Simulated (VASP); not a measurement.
Input of a VASP 6.6.1 run:

The input INCAR:

```
SYSTEM = Hg
PREC = Accurate ; ENCUT = 550
EDIFF = 1E-7 ; ISMEAR = -1
SIGMA = 0.05 ; LREAL = .False.
LASPH = .True. ; NELM = 120
ALGO = Normal ; ISIF = 3
LWAVE = .False. ; LCHARG = .False.
IBRION = 2 ; NSW = 60
EDIFFG = -0.005 ; GGA_COMPAT = .False.
NELMIN = 4
```

The input KPOINTS:

```
regular mesh
0
Gamma
  16 16 16
  0 0 0
```

The input POSCAR:

```
Hg
1.0
   -1.7834648247      1.7834648247      1.7834648247
    1.7834648247     -1.7834648247      1.7834648247
    1.7834648247      1.7834648247     -1.7834648247
Hg
1
Direct
    0.0000000000      0.0000000000      0.0000000000
```

Potentials or basis: VASP PAW LDA potentials, release 64 (Hg_sv_GW).

The run is started by

```bash
$ cat potpaw_LDA.64/Hg_sv_GW/POTCAR > POTCAR
$ mpirun -np 1 vasp_std > vasp.out
```

Predict the relaxed cell.

a = 3.083 Å, b = 3.083 Å, c = 3.083 Å, α = 109.47°, β = 109.47°, γ = 109.47°.

Estimate the relaxed volume.

22.55 Å³/atom.

What does it give for the space group after relaxing (to 0.1 Å)?

Im-3m (No. 229).

What does it give for the band gap on the k mesh?

Zero (bands 10 and 11 overlap by 4.73 eV).

Step by step:
| step | energy change (eV) | largest force (eV/Å) | pressure (GPa) | volume (Å³) |
| --- | --- | --- | --- | --- |
| 1 | 0.0000 | 0.0000 | -0.36 | 22.69 |
| 2 | -0.0001 | 0.0000 | 0.07 | 22.52 |
| 3 | -0.0002 | 0.0000 | -0.01 | 22.55 |

Caveat: spin-orbit coupling is left out, which moves the levels of the heavy elements.
